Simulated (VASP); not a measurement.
# Rb2PtS6 (Fm-3m) in VASP: single point with r2SCAN

Aim: the single point of Rb2PtS6 with r2SCAN.

Everything below comes from runs of VASP 6.6.1. Logs are shortened: lines on timing, memory, paths and dates and some standing lists are left out, and cuts for length are marked.

### Step 1. The cell of the first run

It takes space group Fm-3m (No. 225, cubic). The conventional cell has a = 9.470 Å, b = 9.470 Å, c = 9.470 Å, α = 90.00°, β = 90.00°, γ = 90.00°. Within 4.4 Å of Rb (site symmetry -43m) lie 12 S at 3.35 Å and 4 Pt at 4.10 Å. Within 3.0 Å of S (site symmetry 4mm) lie 1 Pt at 2.27 Å. Within 3.0 Å of Pt (site symmetry m-3m) lie 6 S at 2.27 Å.

### Step 2. Single point, r2SCAN

The input, POSCAR:

```
Rb2PtS6
1.0
    0.0000000000      4.7347950000      4.7347950000
    4.7347950000      0.0000000000      4.7347950000
    4.7347950000      4.7347950000      0.0000000000
Rb S Pt
2 6 1
Direct
    0.2500000000      0.2500000000      0.2500000000
    0.7500000000      0.7500000000      0.7500000000
    0.2392000000      0.2392000000      0.7608000000
    0.7608000000      0.7608000000      0.2392000000
    0.7608000000      0.2392000000      0.2392000000
    0.2392000000      0.7608000000      0.7608000000
    0.2392000000      0.7608000000      0.2392000000
    0.7608000000      0.2392000000      0.7608000000
    0.0000000000      0.0000000000      0.0000000000
```

The input, INCAR.step1:

```
SYSTEM = Rb2PtS6
PREC     = Accurate       ! precision mode
ENCUT    = 550            ! plane-wave cutoff, eV
ISMEAR   = 0              ! smearing method
SIGMA    = 0.0207         ! smearing width, eV
LREAL    = .FALSE.        ! projectors in reciprocal space
LASPH    = .TRUE.         ! aspherical terms in the spheres
NELM     = 120            ! most SCF steps
NBANDS   = 42             ! bands
GGA      = PE             ! functional
ALGO     = Normal         ! electronic algorithm
EDIFF    = 1E-5           ! SCF threshold, eV
LWAVE    = .TRUE.         ! write WAVECAR
LCHARG   = .FALSE.        ! write CHGCAR
GGA_COMPAT= .FALSE.
```

The input, INCAR.step2:

```
SYSTEM = Rb2PtS6
PREC     = Accurate       ! precision mode
ENCUT    = 550            ! plane-wave cutoff, eV
EDIFF    = 1E-6           ! SCF threshold, eV
ISMEAR   = 0              ! smearing method
SIGMA    = 0.0207         ! smearing width, eV
LREAL    = .FALSE.        ! projectors in reciprocal space
LASPH    = .TRUE.         ! aspherical terms in the spheres
NELM     = 120            ! most SCF steps
ALGO     = Normal         ! electronic algorithm
ISIF     = 2              ! what is computed and relaxed
LWAVE    = .FALSE.        ! write WAVECAR
LCHARG   = .FALSE.        ! write CHGCAR
METAGGA  = R2SCAN         ! meta-GGA
LMIXTAU  = .TRUE.       
NBANDS   = 42             ! bands
ISTART   = 1            
GGA_COMPAT= .FALSE.
```

The input, KPOINTS:

```
Automatic mesh
0
G
  6 6 6
  0 0 0
```

Potentials or basis: VASP PAW PBE potentials, release 64 (Rb_sv, S, Pt).

Run with:

```sh
$ cat potpaw_PBE.64/Rb_sv/POTCAR potpaw_PBE.64/S/POTCAR potpaw_PBE.64/Pt/POTCAR > POTCAR
$ cp INCAR.step1 INCAR
$ mpirun -np 1 vasp_std > vasp.out
$ cp INCAR.step2 INCAR
$ mpirun -np 1 vasp_std > vasp.out
```

OUTCAR:

```text
SYSTEM = Rb2PtS6
   PREC = Accurate
   ENCUT = 550
   EDIFF = 1E-6
   ISMEAR = 0
   LREAL = .FALSE.
   LASPH = .TRUE.
   NELM = 120
   ISIF = 2
   METAGGA = R2SCAN
   ISTART = 1

 ion  position               nearest neighbor table
   1  0.250  0.250  0.250-   4 3.35   5 3.35   8 3.35   4 3.35   6 3.35   7 3.35   3 3.35   6 3.35
                             8 3.35   3 3.35   5 3.35   7 3.35   9 4.10   9 4.10   9 4.10   9 4.10
   2  0.750  0.750  0.750-   4 3.35   6 3.35   8 3.35   4 3.35   5 3.35   7 3.35   3 3.35   5 3.35
                             8 3.35   3 3.35   6 3.35   7 3.35   9 4.10   9 4.10   9 4.10   9 4.10
   3  0.239  0.239  0.761-   9 2.27   2 3.35   1 3.35   2 3.35   1 3.35
   4  0.761  0.761  0.239-   9 2.27   2 3.35   2 3.35   1 3.35   1 3.35
   5  0.761  0.239  0.239-   9 2.27   2 3.35   1 3.35   2 3.35   1 3.35
   6  0.239  0.761  0.761-   9 2.27   2 3.35   2 3.35   1 3.35   1 3.35
   7  0.239  0.761  0.239-   9 2.27   2 3.35   1 3.35   2 3.35   1 3.35
   8  0.761  0.239  0.761-   9 2.27   2 3.35   2 3.35   1 3.35   1 3.35
   9  0.000  0.000  0.000-   3 2.27   4 2.27   5 2.27   6 2.27   7 2.27   8 2.27   2 4.10   2 4.10
                             1 4.10   2 4.10   2 4.10   1 4.10   1 4.10   1 4.10

  LATTYP: Found a face centered cubic cell.
 ALAT       =     9.4695900000

  Lattice vectors:

 A1 = (   0.0000000000,   4.7347950000,   4.7347950000)
 A2 = (   4.7347950000,   0.0000000000,   4.7347950000)
 A3 = (   4.7347950000,   4.7347950000,   0.0000000000)

Analysis of symmetry for initial positions (statically):
=====================================================================
 Subroutine PRICEL returns:
 Original cell was already a primitive cell.

 Routine SETGRP: Setting up the symmetry group for a
 face centered cubic supercell.

 Subroutine GETGRP returns: Found 48 space group operations
 (whereof 48 operations were pure point group operations)
 out of a pool of 48 trial point group operations.

The static configuration has the point symmetry O_h .

Analysis of symmetry for dynamics (positions and initial velocities):
=====================================================================
 Subroutine PRICEL returns:
 Original cell was already a primitive cell.

 Routine SETGRP: Setting up the symmetry group for a
 face centered cubic supercell.

 Subroutine GETGRP returns: Found 48 space group operations
 (whereof 48 operations were pure point group operations)
 out of a pool of 48 trial point group operations.

The dynamic configuration has the point symmetry O_h .

 Subroutine INISYM returns: Found 48 space group operations
 (whereof 48 operations are pure point group operations),
 and found     1 'primitive' translations

[... 111 lines left out ...]
   NUPDOWN=      -1.0000    fix difference up-down
   EMIN   =  10.00;   EMAX   =-10.00  energy-range for DOS
   EFERMI =   0.00;   METHOD = LEGACY
   ISMEAR =     0;   SIGMA  =   0.02  broadening in eV -4-tet -1-fermi 0-gaus
   EFERMI_NEDOS =   21; number of points for ismear=-14 and -15
   IALGO  =     38    algorithm
   IMIX   =      4    mixing-type and parameters
     AMIX     =   0.40;   BMIX     =  1.00
     AMIX_MAG =   1.60;   BMIX_MAG =  1.00
  volume/ion in A,a.u.               =      23.59       159.18
  Fermi-wavevector in a.u.,A,eV,Ry     =   1.097717  2.074384 16.394778  1.204982
  Thomas-Fermi vector in A             =   2.234082
   LORBIT       =      0    0 simple, 1 ext, 2 COOP (PROOUT), +10 PAW based schemes
   METAGGA = R2SCAN    functional components
   LHFCALC =     F    Hartree Fock is set to
   AEXX    =    0.0000 exact exchange contribution
   IVDW    =     0    specifies the selected vdW correction
   LEPSILON=     F    determine dielectric tensor
   LRPA    =     F    only Hartree local field effects (RPA)
 non-spin polarized calculation
 Gauss-broadening in eV      SIGMA  =   0.02
  energy-cutoff  :      550.00
  volume of cell :      212.29
 maximum number of plane-waves:      6253
 NGX is ok and might be reduce to    54
   NGX = 25   NGY = 25   NGZ = 25

 number of electron      63.9999995 magnetization

 Free energy of the ion-electron system (eV)
  ---------------------------------------------------
  ext. energy  EPLUGINS =         0.00000000
  ---------------------------------------------------
  free energy    TOTEN  =      -126.91807083 eV

  energy without entropy =     -126.90928352  energy(sigma->0) =     -126.91367717

 E-fermi :   2.4405     XC(G=0):  -9.8379

 val. band max:        2.4371957475   @ k =  -0.3333   0.3333   0.1667
 cond. band min:       2.4489049222   @ k =   0.5000   0.3333   0.0000
 fundamental gap:      0.0117091747
 Fermi energy:         2.4404880301

 k-point     1 :       0.0000    0.0000    0.0000
  band No.  band energies     occupation
      1     -23.4233      2.00000
      2     -23.4065      2.00000
      3     -11.6341      2.00000
      4      -9.8985      2.00000
      5      -9.8985      2.00000
      6      -9.7823      2.00000
[... 709 lines left out ...]
     41      10.8440      0.00000
     42      10.8696      0.00000

------------------------ aborting loop because EDIFF is reached ----------------------------------------

  FORCE on cell =-STRESS in cart. coord.  units (eV):
  Direction    XX          YY          ZZ          XY          YZ          ZX
  --------------------------------------------------------------------------------------
  -------------------------------------------------------------------------------------
  Total        6.9526723      6.9526723      6.9526723     -0.0000000     -0.0000000      0.0000000
  in kB       52.4721437     52.4721437     52.4721437     -0.0000000     -0.0000000      0.0000000
  external PRESSURE =      52.4721437 kB  Pullay stress =       0.0000000 kB

 VOLUME and BASIS-vectors are now :
 -----------------------------------------------------------------------------
  energy-cutoff  :      550.00
  volume of cell :      212.29
      direct lattice vectors                 reciprocal lattice vectors
     0.000000000  4.734795000  4.734795000    -0.105601193  0.105601193  0.105601193
     4.734795000  0.000000000  4.734795000     0.105601193 -0.105601193  0.105601193
     4.734795000  4.734795000  0.000000000     0.105601193  0.105601193 -0.105601193

 POSITION                                       TOTAL-FORCE (eV/Angst)
 -----------------------------------------------------------------------------------
      2.36740      2.36740      2.36740         0.000000      0.000000     -0.000000
      7.10219      7.10219      7.10219         0.000000     -0.000000     -0.000000
      4.73480      4.73480      2.26513         0.000000     -0.000000      1.844563
      4.73480      4.73480      7.20446         0.000000     -0.000000     -1.844563
      2.26513      4.73480      4.73480         1.844563     -0.000000      0.000000
      7.20446      4.73480      4.73480        -1.844563     -0.000000      0.000000
      4.73480      2.26513      4.73480         0.000000      1.844563      0.000000
      4.73480      7.20446      4.73480         0.000000     -1.844563      0.000000
      0.00000      0.00000      0.00000        -0.000000      0.000000      0.000000
 -----------------------------------------------------------------------------------
    total drift:                                0.000000      0.000000      0.000000

  FREE ENERGIE OF THE ION-ELECTRON SYSTEM (eV)
  ---------------------------------------------------
  free  energy   TOTEN  =      -126.9180708298 eV

  energy  without entropy=     -126.9092835183  energy(sigma->0) =     -126.91367717
```

Run time: 32 min. Hardware: 1 thread of Intel Xeon 8259CL, shared host; peak memory 0.52 GiB.

What came out:

```
Free energy            : -126.9181 eV
Pressure               : 5.2 GPa
Largest force          : 1.845 eV/Å
Band gap on the k mesh : zero (bands 32 and 33 overlap by 0.23 eV)
```

Forces in eV/Å, atoms in the order of the input:
```
Rb   0.000  0.000  0.000
Rb   0.000  0.000  0.000
S    0.000  0.000  1.845
S    0.000  0.000 -1.845
S    1.845  0.000  0.000
S   -1.845  0.000  0.000
S    0.000  1.845  0.000
S    0.000 -1.845  0.000
Pt   0.000  0.000  0.000
```

Caveat: the cell stands under pressure; the PAW data sets were made with another functional, which shifts forces and pressure a little; spin-orbit coupling is left out, which moves the levels of the heavy elements.
